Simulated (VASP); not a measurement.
# SnSe (Pnma) in VASP: further runs

The runs below take SnSe through single point, with PBE+D3(BJ).

Everything below comes from runs of VASP 6.6.1. Logs are shortened: lines on timing, memory, paths and dates and some standing lists are left out, and cuts for length are marked.

**Experimental background.**

From “Linear dichroism of the optical properties of SnS and SnSe van der Waals crystals”, 2024, arxiv:2409.17412, for a bulk crystal of SnSe at 20 K: band gap 0.99 eV (indirect).

The runs below are set against these values where they give the same quantity.

## (1) The cell of the first run

It takes space group Pnma (No. 62, orthorhombic). Conventional cell: a = 11.484 Å, b = 4.167 Å, c = 4.388 Å, α = 90.00°, β = 90.00°, γ = 90.00°. Within 3.6 Å of Sn (site symmetry m) lie 6 Se at 2.77 to 3.43 Å and 2 Sn at 3.51 Å. Se (site symmetry m) has 6 Sn at 2.77 to 3.43 Å within 3.6 Å.

## (2) Single point, PBE+D3(BJ)

INCAR reads:

```
SYSTEM = SnSe
PREC = Accurate ; ENCUT = 520
EDIFF = 1E-6 ; ISMEAR = 0
SIGMA = 0.05 ; LREAL = .False.
LASPH = .True. ; NELM = 80
ALGO = Normal ; ISIF = 2
LWAVE = .False. ; LCHARG = .False.
GGA = PE ; IVDW = 12
NBANDS = 50
```

KPOINTS reads:

```
Automatic mesh
0
Gamma
  8 8 3
  0 0 0
```

POSCAR reads:

```
SnSe
1.0
    0.0000000000     -4.1672321195      0.0000000000
    0.0000000000      0.0000000000     -4.3883961024
   11.4836155581      0.0000000000      0.0000000000
Sn Se
4 4
Direct
    0.7500000000      0.9039441748      0.1176558965
    0.2500000000      0.0960558252      0.8823441035
    0.2500000000      0.4039441748      0.3823441035
    0.7500000000      0.5960558252      0.6176558965
    0.7500000000      0.5230073193      0.8569941520
    0.2500000000      0.4769926807      0.1430058480
    0.2500000000      0.0230073193      0.6430058480
    0.7500000000      0.9769926807      0.3569941520
```

Potentials or basis: VASP PAW PBE potentials, release 64 (Sn_d, Se).

On the command line:

```bash
cat potpaw_PBE.64/Sn_d/POTCAR potpaw_PBE.64/Se/POTCAR > POTCAR
mpirun -np 1 vasp_std > vasp.out
```

OUTCAR:

```text
SYSTEM = SnSe
   PREC = Accurate
   ENCUT = 520
   EDIFF = 1E-6
   ISMEAR = 0
   LREAL = .False.
   LASPH = .True.
   NELM = 80
   ISIF = 2
   GGA = PE
   IVDW = 12
 IVDW          = 12

 ion  position               nearest neighbor table
   1  0.750  0.904  0.118-   8 2.77   6 2.82   6 2.82   2 3.51   2 3.51
   2  0.250  0.096  0.882-   7 2.77   5 2.82   5 2.82   1 3.51   1 3.51
   3  0.250  0.404  0.382-   6 2.77   8 2.82   8 2.82   4 3.51   4 3.51
   4  0.750  0.596  0.618-   5 2.77   7 2.82   7 2.82   3 3.51   3 3.51
   5  0.750  0.523  0.857-   4 2.77   2 2.82   2 2.82
   6  0.250  0.477  0.143-   3 2.77   1 2.82   1 2.82
   7  0.250  0.023  0.643-   2 2.77   4 2.82   4 2.82
   8  0.750  0.977  0.357-   1 2.77   3 2.82   3 2.82

  LATTYP: Found a simple orthorhombic cell.
 ALAT       =     4.1672321195
 B/A-ratio  =     1.0530721535
 C/A-ratio  =     2.7556937624

  Lattice vectors:

 A1 = (   0.0000000000,  -4.1672321195,   0.0000000000)
 A2 = (   0.0000000000,   0.0000000000,  -4.3883961024)
 A3 = (  11.4836155581,   0.0000000000,   0.0000000000)

Analysis of symmetry for initial positions (statically):
=====================================================================
 Subroutine PRICEL returns:
 Original cell was already a primitive cell.

 Routine SETGRP: Setting up the symmetry group for a
 simple orthorhombic supercell.

 Subroutine GETGRP returns: Found  8 space group operations
 (whereof  2 operations were pure point group operations)
 out of a pool of  8 trial point group operations.

The static configuration has the point symmetry S_2 .
 The point group associated with its full space group is D_2h.

Analysis of symmetry for dynamics (positions and initial velocities):
=====================================================================
 Subroutine PRICEL returns:
 Original cell was already a primitive cell.

 Routine SETGRP: Setting up the symmetry group for a
 simple orthorhombic supercell.

 Subroutine GETGRP returns: Found  8 space group operations
 (whereof  2 operations were pure point group operations)
 out of a pool of  8 trial point group operations.

The dynamic configuration has the point symmetry S_2 .
 The point group associated with its full space group is D_2h.

 Subroutine INISYM returns: Found  8 space group operations
 (whereof  2 operations are pure point group operations),
 and found     1 'primitive' translations

----------------------------------------------------------------------------------------

                                     Primitive cell

  volume of cell :     210.0062

  direct lattice vectors                    reciprocal lattice vectors
     0.000000000 -4.167232120  0.000000000     0.000000000 -0.239967434  0.000000000
     0.000000000  0.000000000 -4.388396102     0.000000000  0.000000000 -0.227873687
    11.483615558  0.000000000  0.000000000     0.087080588  0.000000000  0.000000000

  length of vectors
     4.167232120  4.388396102 11.483615558     0.239967434  0.227873687  0.087080588

  position of ions in fractional coordinates (direct lattice)
     0.750000000  0.903944175  0.117655896
     0.250000000  0.096055825  0.882344104
     0.250000000  0.403944175  0.382344104
     0.750000000  0.596055825  0.617655896
     0.750000000  0.523007319  0.856994152
     0.250000000  0.476992681  0.143005848
     0.250000000  0.023007319  0.643005848
     0.750000000  0.976992681  0.356994152

  ion indices of the primitive-cell ions
   primitive index   ion index
                 1           1
                 2           2
                 3           3
                 4           4
                 5           5
                 6           6
                 7           7
                 8           8

----------------------------------------------------------------------------------------

 KPOINTS: Automatic mesh

Automatic generation of k-mesh.
 Grid dimensions read from file:
 generate k-points for:    8    8    3

 Generating k-lattice:

  Cartesian coordinates                     Fractional coordinates (reciprocal lattice)
     0.000000000 -0.029995929  0.000000000     0.125000000  0.000000000  0.000000000
     0.000000000  0.000000000 -0.028484211     0.000000000  0.125000000  0.000000000
     0.029026863  0.000000000  0.000000000     0.000000000  0.000000000  0.333333333

  Length of vectors
     0.029995929  0.028484211  0.029026863

  Shift w.r.t. Gamma in fractional coordinates (k-lattice)
     0.000000000  0.000000000  0.000000000

 Subroutine IBZKPT returns following result:
 ===========================================

 Found     50 irreducible k-points:

 Following reciprocal coordinates:
            Coordinates               Weight
  0.000000  0.000000  0.000000      1.000000
  0.125000  0.000000  0.000000      2.000000
  0.250000  0.000000  0.000000      2.000000
  0.375000  0.000000  0.000000      2.000000
  0.500000  0.000000  0.000000      1.000000
  0.000000  0.125000  0.000000      2.000000
[... 16 lines left out ...]
  0.250000  0.500000  0.000000      2.000000
  0.375000  0.500000  0.000000      2.000000
 [... further k-points ...]
   k-points           NKPTS =     50   k-points in BZ     NKDIM =     50   number of bands    NBANDS=     50
   number of dos      NEDOS =    301   number of ions     NIONS =      8
   total plane-waves  NPLWV = 103680
   dimension x,y,z NGX =    32 NGY =   36 NGZ =   90
   dimension x,y,z NGXF=    64 NGYF=   72 NGZF=  180
   ions per type =               4   4
   NGX,Y,Z   is equivalent  to a cutoff of  12.77, 13.64, 13.03 a.u.
   NGXF,Y,Z  is equivalent  to a cutoff of  25.53, 27.28, 26.06 a.u.
 SYSTEM =  SnSe
   PREC   = accura    normal or accurate (medium, high low for compatibility)
   ISTART =      0    job   : 0-new  1-cont  2-samecut
   ICHARG =      2    charge: 1-file 2-atom 10-const
   ISPIN  =      1    spin polarized calculation?
   LNONCOLLINEAR =      F non collinear calculations
   LSORBIT =      F    spin-orbit coupling
   LASPH  =      T    aspherical Exc in radial PAW
   ENCUT  =  520.0 eV  38.22 Ry    6.18 a.u.   7.75  8.16 21.35*2*pi/ulx,y,z
   NELM   =     80;   NELMIN=  2; NELMDL= -5     # of ELM steps
   EDIFF  = 0.1E-05   stopping-criterion for ELM
   LREAL  =      F    real-space projection
   EDIFFG = 0.1E-04   stopping-criterion for IOM
   NSW    =      0    number of steps for IOM
   IBRION =     -1    ionic relax: 0-MD 1-quasi-New 2-CG
   NFREE  =      0    steps in history (QN), initial steepest desc. (CG)
   ISIF   =      2    stress and relaxation
   ISYM   =      2    0-nonsym 1-usesym 2-fastsym
   POTIM  = 0.5000    time-step for ionic-motion
   TEBEG  =    0.0;   TEEND  =   0.0 temperature during run
   PSTRESS=    0.0 pullay stress
   NELECT =      80.0000    total number of electrons
   NUPDOWN=      -1.0000    fix difference up-down
   EMIN   =  10.00;   EMAX   =-10.00  energy-range for DOS
   EFERMI =   0.00;   METHOD = LEGACY
   ISMEAR =     0;   SIGMA  =   0.05  broadening in eV -4-tet -1-fermi 0-gaus
   EFERMI_NEDOS =   21; number of points for ismear=-14 and -15
   IALGO  =     38    algorithm
   IMIX   =      4    mixing-type and parameters
     AMIX     =   0.40;   BMIX     =  1.00
     AMIX_MAG =   1.60;   BMIX_MAG =  1.00
  volume/ion in A,a.u.               =      26.25       177.15
  Fermi-wavevector in a.u.,A,eV,Ry     =   1.186754  2.242640 19.162248  1.408386
  Thomas-Fermi vector in A             =   2.322920
   LORBIT       =      0    0 simple, 1 ext, 2 COOP (PROOUT), +10 PAW based schemes
   GGA     = PE    functional components
   LHFCALC =     F    Hartree Fock is set to
   AEXX    =    0.0000 exact exchange contribution
   IVDW    =    12    specifies the selected vdW correction
   LEPSILON=     F    determine dielectric tensor
   LRPA    =     F    only Hartree local field effects (RPA)
 non-spin polarized calculation
 Gauss-broadening in eV      SIGMA  =   0.05
  energy-cutoff  :      520.00
  volume of cell :      210.01
 maximum number of plane-waves:      5688
 NGX is ok and might be reduce to    32
   NGX = 15   NGY = 17   NGZ = 43

 number of electron      79.9999975 magnetization

 Free energy of the ion-electron system (eV)
  ---------------------------------------------------
  ext. energy  EPLUGINS =         0.00000000
  ---------------------------------------------------
  free energy    TOTEN  =       -32.77918049 eV

  energy without entropy =      -32.77918049  energy(sigma->0) =      -32.77918049

 E-fermi :   5.8937     XC(G=0):  -9.7918

 val. band max:        5.6465149406   @ k =   0.0000   0.3750   0.0000
 cond. band min:       6.2088846804   @ k =   0.0000   0.0000   0.0000
 fundamental gap:      0.5623697399
 Fermi energy:         5.8937401721

 k-point     1 :       0.0000    0.0000    0.0000
  band No.  band energies     occupation
      1     -15.7388      2.00000
      2     -15.7268      2.00000
      3     -15.7244      2.00000
      4     -15.7217      2.00000
      5     -15.7199      2.00000
      6     -15.7165      2.00000
[... 42 lines left out ...]
     49      10.2776      0.00000
     50      10.4149      0.00000

 k-point     2 :       0.1250    0.0000    0.0000
  band No.  band energies     occupation
      1     -15.7350      2.00000
      2     -15.7251      2.00000
      3     -15.7213      2.00000
      4     -15.7212      2.00000
      5     -15.7202      2.00000
      6     -15.7195      2.00000
[... 42 lines left out ...]
     49      10.0852      0.00000
     50      10.4543      0.00000

 k-point     3 :       0.2500    0.0000    0.0000
  band No.  band energies     occupation
      1     -15.7259      2.00000
      2     -15.7256      2.00000
      3     -15.7241      2.00000
      4     -15.7207      2.00000
      5     -15.7200      2.00000
      6     -15.7169      2.00000
[... 1102 lines left out ...]
     49      10.3926      0.00000
     50      10.3936      0.00000

 k-point    24 :       0.3750    0.5000    0.0000
  band No.  band energies     occupation
      1     -15.7415      2.00000
      2     -15.7415      2.00000
      3     -15.7344      2.00000
      4     -15.7344      2.00000
      5     -15.7141      2.00000
      6     -15.7141      2.00000
[... 42 lines left out ...]
     49      10.8697      0.00000
     50      10.8698      0.00000

 [... further k-points ...]

------------------------ aborting loop because EDIFF is reached ----------------------------------------

 Edisp (eV)   -2.94738

 E8    (eV) :    -1.3296

  FORCE on cell =-STRESS in cart. coord.  units (eV):
  Direction    XX          YY          ZZ          XY          YZ          ZX
  --------------------------------------------------------------------------------------
  -------------------------------------------------------------------------------------
  Total       0.09223     0.03902     0.01995     0.00000     0.00000     0.00000
  in kB       0.70365     0.29770     0.15218     0.00000     0.00000     0.00000
  external pressure =        0.38 kB  Pullay stress =        0.00 kB

 VOLUME and BASIS-vectors are now :
 -----------------------------------------------------------------------------
  energy-cutoff  :      520.00
  volume of cell :      210.01
      direct lattice vectors                 reciprocal lattice vectors
     0.000000000 -4.167232120  0.000000000     0.000000000 -0.239967434  0.000000000
     0.000000000  0.000000000 -4.388396102     0.000000000  0.000000000 -0.227873687
    11.483615558  0.000000000  0.000000000     0.087080588  0.000000000  0.000000000

 POSITION                                       TOTAL-FORCE (eV/Angst)
 -----------------------------------------------------------------------------------
      1.35112     -3.12542     -3.96687        -0.009472      0.000000     -0.010875
     10.13250     -1.04181     -0.42153         0.009472     -0.000000      0.010875
      4.39069     -1.04181     -1.77267         0.009472     -0.000000     -0.010875
      7.09292     -3.12542     -2.61573        -0.009472      0.000000      0.010875
      9.84139     -3.12542     -2.29516         0.005590      0.000000     -0.008681
      1.64222     -1.04181     -2.09323        -0.005590      0.000000      0.008681
      7.38403     -1.04181     -0.10097        -0.005590      0.000000     -0.008681
      4.09958     -3.12542     -4.28743         0.005590      0.000000      0.008681
 -----------------------------------------------------------------------------------
    total drift:                               -0.000000     -0.000000     -0.000000

  FREE ENERGIE OF THE ION-ELECTRON SYSTEM (eV)
  ---------------------------------------------------
  free  energy   TOTEN  =       -35.7265577321 eV

  energy  without entropy=      -35.7265577321  energy(sigma->0) =      -35.72655773
```

Wall time 16 min (1 thread of Intel Xeon 8259CL, shared host); peak memory 0.58 GiB.

What came out:

```
Free energy                : -35.7266 eV
Pressure                   : 0.0 GPa
Largest force              : 0.014 eV/Å
Band gap on the k mesh     : 0.56 eV (least direct gap 0.83 eV)
Dispersion energy per atom : -0.368 eV
```

Forces in eV/Å, atoms in the order of the input:
```
Sn  -0.009  0.000 -0.011
Sn   0.009  0.000  0.011
Sn   0.009  0.000 -0.011
Sn  -0.009  0.000  0.011
Se   0.006  0.000 -0.009
Se  -0.006  0.000  0.009
Se  -0.006  0.000 -0.009
Se   0.006  0.000  0.009
```

Levels at points of the mesh, in eV from the valence-band top:
```
           k point  band 37  band 38  band 39  band 40  band 41  band 42  band 43  band 44
(0.00, 0.00, 0.00)    -1.62    -1.29    -0.72    -0.57     0.56     2.94     3.13     3.13
(0.50, 0.00, 0.00)    -1.00    -1.00    -0.68    -0.68     0.94     0.94     1.38     1.38
(0.00, 0.50, 0.00)    -0.78    -0.78    -0.25    -0.25     1.22     1.22     1.47     1.47
(0.50, 0.50, 0.00)    -2.36    -2.36    -1.51    -1.51     2.60     2.60     3.02     3.02
```

Caveat: semilocal functionals underestimate gaps, and a narrow one can read as zero; spin-orbit coupling is left out, which moves the levels of the heavy elements.

[end of part 1 of 2]
